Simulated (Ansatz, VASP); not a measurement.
# CdS: VASP beside Ansatz

```
CELL_PARAMETERS angstrom
0.00000 2.75324 2.75324
2.75324 0.00000 2.75324
2.75324 2.75324 0.00000
ATOMIC_POSITIONS crystal
Cd 0.00000 0.00000 0.00000
S 0.50000 0.50000 0.50000
```

Alike in both runs: task relaxation of cell and atoms; functional LDA; k mesh 6 × 6 × 6; occupations fermi-dirac, width 0.01 eV; no spin polarisation.

|  | VASP | Ansatz |
| --- | --- | --- |
| version | VASP 6.6.1 | Ansatz 0.2.0 |
| potentials or method | VASP PAW LDA potentials, release 64 (Cd_sv_GW, S) | plane waves, PAW |
| plane-wave cutoff (eV) | 630 | 420 |
| valence electrons in the cell | 26 | 26 |

```csv
,VASP,Ansatz,Ansatz less VASP
relaxed volume (Å³/atom),19.07,19.03,-0.036
relaxed length of the cell vector where the two differ most in proportion (Å),3.778,3.776,-0.0024
```

LDA's correlation is that of Perdew and Zunger in VASP and of Perdew and Wang (1992) in Ansatz. Ansatz's warnings: stress scf threshold loose.
